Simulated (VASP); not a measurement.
BaS, 2 atoms in the cell. It takes space group F-43m (No. 216, cubic). The conventional cell has a = 6.968 Å, b = 6.968 Å, c = 6.968 Å, α = 90.00°, β = 90.00°, γ = 90.00°. Ba (site symmetry -43m) has 4 S at 3.02 Å within 4.0 Å. Within 4.0 Å of S (site symmetry -43m) lie 4 Ba at 3.02 Å.  This cell differs from its parent crystal: volume changed by -3%.

```yaml
Program: VASP 6.6.1
Task: single point
Functional: PBE
Potentials_or_basis: VASP PAW PBE potentials, release 64 (Ba_sv, S)
Cutoff: 520 eV
k_mesh: 6 × 6 × 6
Occupations: gaussian, width 0.01 eV
Spin: no spin polarisation
Dipole_correction: no
Further_INCAR_settings: ALGO = Normal; EDIFF = 1e-06; NBANDS = 15
```

Potentials or basis: VASP PAW PBE potentials, release 64 (Ba_sv, S).

Command:

```sh
$ cat potpaw_PBE.64/Ba_sv/POTCAR potpaw_PBE.64/S/POTCAR > POTCAR
$ mpirun -np 1 vasp_std > vasp.out
```

Hardware: 1 thread of Intel(R) Xeon(R) 6975P-C (Granite Rapids), with other jobs on the host.

Task: Estimate the wall time of this run.

Result: Wall time 12 s on 1 thread of Intel(R) Xeon(R) 6975P-C (Granite Rapids), on a shared host, peak memory 0.23 GiB. Counts: scf iterations 14, k points 16.
